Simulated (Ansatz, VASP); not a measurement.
# InSb3 in VASP and in Ansatz

```
Sb In
1.0
     4.74141    0.00000    0.00000
     0.00000    4.74141    0.00000
     0.00000    0.00000    4.74141
Sb In
3 1
Direct
  0.50000 0.50000 0.00000
  0.00000 0.50000 0.50000
  0.50000 0.00000 0.50000
  0.00000 0.00000 0.00000
```

Change from the starting cell: volume scaled by 0.96.

Alike in both runs: task single point; functional LDA; k mesh 6 × 6 × 6; occupations fermi-dirac, width 0.05 eV; no spin polarisation.

|  | VASP | Ansatz |
| --- | --- | --- |
| version | VASP 6.6.1 | Ansatz 0.2.0 |
| potentials or method | VASP PAW LDA potentials, release 64 (Sb, In_d), cutoff 520 eV | all-electron LAPW, scalar-relativistic |

|  | VASP | Ansatz | Ansatz less VASP |
| --- | --- | --- | --- |
| gap on the k mesh at the Fermi level (eV) | none | none | - |
| pressure (GPa) | -1.8 | -1.8 | -0.07 |

LDA's correlation is that of Perdew and Zunger in VASP and of Perdew and Wang (1992) in Ansatz. A gap of «none» marks a metal or a gap that the smearing closes. Ansatz ran all-electron here, and VASP with PAW potentials.

Neither program's run includes spin-orbit coupling.
